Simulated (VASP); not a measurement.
# ZnS (P3_221) in VASP: single point with PBE

Aim: the single point of ZnS with PBE.

Program: VASP 6.6.1. These are calculated values, not measurements. Logs are shortened: lines on timing, memory, paths and dates and some standing lists are left out, and cuts for length are marked.

### Step 1. The cell of the first run

The structure is trigonal, space group P3_221 (No. 154). The conventional cell has a = 6.077 Å, b = 6.077 Å, c = 3.700 Å, α = 90.00°, β = 90.00°, γ = 120.00°. Within 3.1 Å of Zn (site symmetry 2) lie 4 S at 2.37 to 2.38 Å. Within 3.1 Å of S (site symmetry 2) lie 4 Zn at 2.37 to 2.38 Å.

### Step 2. Single point, PBE

POSCAR reads:

```
ZnS
1.0
    6.0765127438      0.0000000000      0.0000000000
   -3.0382563719      5.2624144026      0.0000000000
    0.0000000000      0.0000000000      3.7001223624
Zn S
3 3
Direct
    0.6147879959      0.0000000000      0.6666666667
    0.0000000000      0.6147879959      0.3333333333
    0.3852120041      0.3852120041      0.0000000000
    0.3674207599      0.0000000000      0.1666666667
    0.0000000000      0.3674207599      0.8333333333
    0.6325792401      0.6325792401      0.5000000000
```

INCAR.step1 reads:

```
SYSTEM = ZnS
PREC = Accurate
ENCUT = 520
EDIFF = 1E-7
ISMEAR = 0
SIGMA = 0.02
LREAL = .False.
LASPH = .True.
NELM = 100
ALGO = Normal
ISIF = 2
LWAVE = .False.
LCHARG = .True.
GGA = PE
NBANDS = 36
```

KPOINTS.step1 reads:

```
regular mesh
0
Gamma
  6 6 8
  0 0 0
```

INCAR.step2 reads:

```
SYSTEM = ZnS
PREC = Accurate
ENCUT = 520
EDIFF = 1E-7
ISMEAR = -5
SIGMA = 0.02
LREAL = .False.
LASPH = .True.
NELM = 100
ALGO = Normal
ISIF = 2
LWAVE = .False.
LCHARG = .False.
GGA = PE
LORBIT = 10
NBANDS = 36
NEDOS = 2001
ICHARG = 11
```

KPOINTS.step2 reads:

```
regular mesh
0
Gamma
  9 9 12
  0 0 0
```

Potentials or basis: VASP PAW PBE potentials, release 64 (Zn, S).

On the command line:

```
> cat potpaw_PBE.64/Zn/POTCAR potpaw_PBE.64/S/POTCAR > POTCAR
> cp INCAR.step1 INCAR
> cp KPOINTS.step1 KPOINTS
> mpirun -np 1 vasp_std > vasp.out
> cp INCAR.step2 INCAR
> cp KPOINTS.step2 KPOINTS
> mpirun -np 1 vasp_std > vasp.out
```

OUTCAR:

```text
SYSTEM = ZnS
   PREC = Accurate
   ENCUT = 520
   EDIFF = 1E-7
   ISMEAR = -5
   LREAL = .False.
   LASPH = .True.
   NELM = 100
   ISIF = 2
   GGA = PE
   LORBIT = 10
   ICHARG = 11

 ion  position               nearest neighbor table
   1  0.615  0.000  0.667-   5 2.37   6 2.37   4 2.38   4 2.38
   2  0.000  0.615  0.333-   4 2.37   6 2.37   5 2.38   5 2.38
   3  0.385  0.385  0.000-   5 2.37   4 2.37   6 2.38   6 2.38
   4  0.367  0.000  0.167-   2 2.37   3 2.37   1 2.38   1 2.38
   5  0.000  0.367  0.833-   1 2.37   3 2.37   2 2.38   2 2.38
   6  0.633  0.633  0.500-   2 2.37   1 2.37   3 2.38   3 2.38

  LATTYP: Found a hexagonal cell.
 ALAT       =     6.0765127438
 C/A-ratio  =     0.6089220114

  Lattice vectors:

 A1 = (   6.0765127438,   0.0000000000,   0.0000000000)
 A2 = (  -3.0382563719,   5.2624144026,   0.0000000000)
 A3 = (   0.0000000000,   0.0000000000,   3.7001223624)

Analysis of symmetry for initial positions (statically):
=====================================================================
 Subroutine PRICEL returns:
 Original cell was already a primitive cell.

 Routine SETGRP: Setting up the symmetry group for a
 hexagonal supercell.

 Subroutine GETGRP returns: Found  6 space group operations
 (whereof  2 operations were pure point group operations)
 out of a pool of 24 trial point group operations.

The static configuration has the point symmetry C_2 .
 The point group associated with its full space group is D_3 .

Analysis of symmetry for dynamics (positions and initial velocities):
=====================================================================
 Subroutine PRICEL returns:
 Original cell was already a primitive cell.

 Routine SETGRP: Setting up the symmetry group for a
 hexagonal supercell.

 Subroutine GETGRP returns: Found  6 space group operations
 (whereof  2 operations were pure point group operations)
 out of a pool of 24 trial point group operations.

The dynamic configuration has the point symmetry C_2 .
 The point group associated with its full space group is D_3 .

 Subroutine INISYM returns: Found  6 space group operations
 (whereof  2 operations are pure point group operations),
 and found     1 'primitive' translations

----------------------------------------------------------------------------------------

                                     Primitive cell

  volume of cell :     118.3193

  direct lattice vectors                    reciprocal lattice vectors
     6.076512744  0.000000000  0.000000000     0.164568074  0.095013422  0.000000000
    -3.038256372  5.262414403  0.000000000     0.000000000  0.190026844  0.000000000
     0.000000000  0.000000000  3.700122362     0.000000000  0.000000000  0.270261332

  length of vectors
     6.076512744  6.076512744  3.700122362     0.190026844  0.190026844  0.270261332

  position of ions in fractional coordinates (direct lattice)
     0.614787996  0.000000000  0.666666667
     0.000000000  0.614787996  0.333333333
     0.385212004  0.385212004  0.000000000
     0.367420760  0.000000000  0.166666667
     0.000000000  0.367420760  0.833333333
     0.632579240  0.632579240  0.500000000

  ion indices of the primitive-cell ions
   primitive index   ion index
                 1           1
                 2           2
                 3           3
                 4           4
                 5           5
                 6           6

----------------------------------------------------------------------------------------

 KPOINTS: regular mesh

Automatic generation of k-mesh.
 Grid dimensions read from file:
 generate k-points for:    9    9   12

 Generating k-lattice:

  Cartesian coordinates                     Fractional coordinates (reciprocal lattice)
     0.018285342  0.010557047  0.000000000     0.111111111  0.000000000  0.000000000
     0.000000000  0.021114094  0.000000000     0.000000000  0.111111111  0.000000000
     0.000000000  0.000000000  0.022521778     0.000000000  0.000000000  0.083333333

  Length of vectors
     0.021114094  0.021114094  0.022521778

  Shift w.r.t. Gamma in fractional coordinates (k-lattice)
     0.000000000  0.000000000  0.000000000

 TETIRR: Found   1376 inequivalent tetrahedra from     5832

 Subroutine IBZKPT returns following result:
 ===========================================

 Found    119 irreducible k-points:

 Following reciprocal coordinates:
            Coordinates               Weight
  0.000000  0.000000  0.000000      1.000000
  0.111111  0.000000  0.000000      6.000000
  0.222222  0.000000  0.000000      6.000000
  0.333333 -0.000000  0.000000      6.000000
  0.444444  0.000000  0.000000      6.000000
  0.111111  0.111111  0.000000      6.000000
[... 16 lines left out ...]
  0.222222  0.111111  0.083333     12.000000
 -0.111111  0.333333  0.083333     12.000000
 [... further k-points ...]
   k-points           NKPTS =    119   k-points in BZ     NKDIM =    119   number of bands    NBANDS=     36
   number of dos      NEDOS =   2001   number of ions     NIONS =      6
   total plane-waves  NPLWV =  64512
   dimension x,y,z NGX =    48 NGY =   48 NGZ =   28
   dimension x,y,z NGXF=    96 NGYF=   96 NGZF=   56
   ions per type =               3   3
   NGX,Y,Z   is equivalent  to a cutoff of  13.13, 13.13, 12.58 a.u.
   NGXF,Y,Z  is equivalent  to a cutoff of  26.26, 26.26, 25.16 a.u.
 SYSTEM =  ZnS
   PREC   = accura    normal or accurate (medium, high low for compatibility)
   ISTART =      0    job   : 0-new  1-cont  2-samecut
   ICHARG =     11    charge: 1-file 2-atom 10-const
   ISPIN  =      1    spin polarized calculation?
   LNONCOLLINEAR =      F non collinear calculations
   LSORBIT =      F    spin-orbit coupling
   LASPH  =      T    aspherical Exc in radial PAW
   ENCUT  =  520.0 eV  38.22 Ry    6.18 a.u.  11.30 11.30  6.88*2*pi/ulx,y,z
   NELM   =    100;   NELMIN=  2; NELMDL=  0     # of ELM steps
   EDIFF  = 0.1E-06   stopping-criterion for ELM
   LREAL  =      F    real-space projection
   EDIFFG = 0.1E-05   stopping-criterion for IOM
   NSW    =      0    number of steps for IOM
   IBRION =     -1    ionic relax: 0-MD 1-quasi-New 2-CG
   NFREE  =      0    steps in history (QN), initial steepest desc. (CG)
   ISIF   =      2    stress and relaxation
   ISYM   =      2    0-nonsym 1-usesym 2-fastsym
   POTIM  = 0.5000    time-step for ionic-motion
   TEBEG  =    0.0;   TEEND  =   0.0 temperature during run
   PSTRESS=    0.0 pullay stress
   NELECT =      54.0000    total number of electrons
   NUPDOWN=      -1.0000    fix difference up-down
   EMIN   =  10.00;   EMAX   =-10.00  energy-range for DOS
   EFERMI =   0.00;   METHOD = LEGACY
   ISMEAR =    -5;   SIGMA  =   0.02  broadening in eV -4-tet -1-fermi 0-gaus
   EFERMI_NEDOS =   21; number of points for ismear=-14 and -15
   IALGO  =     38    algorithm
   IMIX   =      4    mixing-type and parameters
     AMIX     =   0.40;   BMIX     =  1.00
     AMIX_MAG =   1.60;   BMIX_MAG =  1.00
  volume/ion in A,a.u.               =      19.72       133.08
  Fermi-wavevector in a.u.,A,eV,Ry     =   1.260436  2.381879 21.615571  1.588700
  Thomas-Fermi vector in A             =   2.393946
   LORBIT       =     10    0 simple, 1 ext, 2 COOP (PROOUT), +10 PAW based schemes
   GGA     = PE    functional components
   LHFCALC =     F    Hartree Fock is set to
   AEXX    =    0.0000 exact exchange contribution
   IVDW    =     0    specifies the selected vdW correction
   LEPSILON=     F    determine dielectric tensor
   LRPA    =     F    only Hartree local field effects (RPA)
 non-spin polarized calculation
 Fermi weights with tetrahedron method with Bloechl corrections
  energy-cutoff  :      520.00
  volume of cell :      118.32
 maximum number of plane-waves:      3210
 NGX is ok and might be reduce to    48

 number of electron      54.0000028 magnetization

 Free energy of the ion-electron system (eV)
  ---------------------------------------------------
  ext. energy  EPLUGINS =         0.00000000
  ---------------------------------------------------
  free energy    TOTEN  =       -19.84799539 eV

  energy without entropy =      -19.84799539  energy(sigma->0) =      -19.84799539

 E-fermi :   2.0270     XC(G=0):  -9.6774

 val. band max:        2.0211506851   @ k =   0.0000   0.0000   0.0833
 cond. band min:       3.9159397733   @ k =   0.0000   0.0000   0.0000
 fundamental gap:      1.8947890882
 Fermi energy:         2.0269526091

 k-point     1 :       0.0000    0.0000    0.0000
  band No.  band energies     occupation
      1     -10.9986      2.00000
      2      -9.7435      2.00000
      3      -9.7434      2.00000
      4      -4.2854      2.00000
      5      -4.2854      2.00000
      6      -4.0725      2.00000
[... 28 lines left out ...]
     35       9.7779      0.00000
     36       9.7780      0.00000

 k-point     2 :       0.1111    0.0000    0.0000
  band No.  band energies     occupation
      1     -10.9646      2.00000
      2      -9.7774      2.00000
      3      -9.7578      2.00000
      4      -4.2883      2.00000
      5      -4.2783      2.00000
      6      -4.0756      2.00000
[... 28 lines left out ...]
     35       9.6826      0.00000
     36       9.9915      0.00000

 k-point     3 :       0.2222    0.0000    0.0000
  band No.  band energies     occupation
      1     -10.8662      2.00000
      2      -9.8785      2.00000
      3      -9.7922      2.00000
      4      -4.2969      2.00000
      5      -4.2581      2.00000
      6      -4.0878      2.00000
[... 28 lines left out ...]
     35       9.4801      0.00000
     36      10.2489      0.00000
[... 742 lines left out ...]
 k-point    23 :       0.2222    0.1111    0.0833
  band No.  band energies     occupation
      1     -10.7361      2.00000
      2      -9.9493      2.00000
      3      -9.8079      2.00000
      4      -4.2993      2.00000
      5      -4.2393      2.00000
      6      -4.1196      2.00000
[... 28 lines left out ...]
     35       9.3673      0.00000
     36      10.0592      0.00000

 k-point    24 :      -0.1111    0.3333    0.0833
  band No.  band energies     occupation
      1     -10.7371      2.00000
      2      -9.9351      2.00000
      3      -9.8217      2.00000
      4      -4.3058      2.00000
      5      -4.2384      2.00000
      6      -4.1245      2.00000
[... 28 lines left out ...]
     35       9.4372      0.00000
     36      10.1144      0.00000

 [... further k-points ...]
[... 5 lines left out ...]
  --------------------------------------------------------------------------------------
  -------------------------------------------------------------------------------------
  Total        0.1342477      0.1342477      0.1446578      0.0000000     -0.0000000      0.0000000
  in kB        1.8178659      1.8178659      1.9588305      0.0000000     -0.0000000      0.0000000
  external PRESSURE =       1.8648541 kB  Pullay stress =       0.0000000 kB

 VOLUME and BASIS-vectors are now :
 -----------------------------------------------------------------------------
  energy-cutoff  :      520.00
  volume of cell :      118.32
      direct lattice vectors                 reciprocal lattice vectors
     6.076512744  0.000000000  0.000000000     0.164568074  0.095013422  0.000000000
    -3.038256372  5.262414403  0.000000000     0.000000000  0.190026844  0.000000000
     0.000000000  0.000000000  3.700122362     0.000000000  0.000000000  0.270261332

 POSITION                                       TOTAL-FORCE (eV/Angst)
 -----------------------------------------------------------------------------------
      3.73577      0.00000      2.46675         0.010068      0.000000      0.000000
     -1.86788      3.23527      1.23337        -0.005034      0.008719     -0.000000
      1.17037      2.02715      0.00000        -0.005034     -0.008719      0.000000
      2.23264      0.00000      0.61669        -0.010632      0.000000      0.000000
     -1.11632      1.93352      3.08344         0.005316     -0.009207      0.000000
      1.92194      3.32889      1.85006         0.005316      0.009207      0.000000
 -----------------------------------------------------------------------------------
    total drift:                                0.000000      0.000001     -0.000000

  FREE ENERGIE OF THE ION-ELECTRON SYSTEM (eV)
  ---------------------------------------------------
  free  energy   TOTEN  =       -19.8479953920 eV

  energy  without entropy=      -19.8479953920  energy(sigma->0) =      -19.84799539

 total charge

# of ion       s       p       d       tot
------------------------------------------
    1        0.509   0.431   9.797  10.737
    2        0.509   0.431   9.797  10.737
    3        0.509   0.431   9.797  10.737
    4        1.322   2.413   0.000   3.735
    5        1.322   2.413   0.000   3.735
    6        1.322   2.413   0.000   3.735
--------------------------------------------------
tot          5.492   8.533  29.391  43.416
```

Wall time 11 min (1 thread of Oxide Virtual Turin-like, shared host); peak memory 0.47 GiB.

Results:

```yaml
Valence_electrons_inside_the_program's_atomic_spheres: Zn 10.74; S 3.73
```
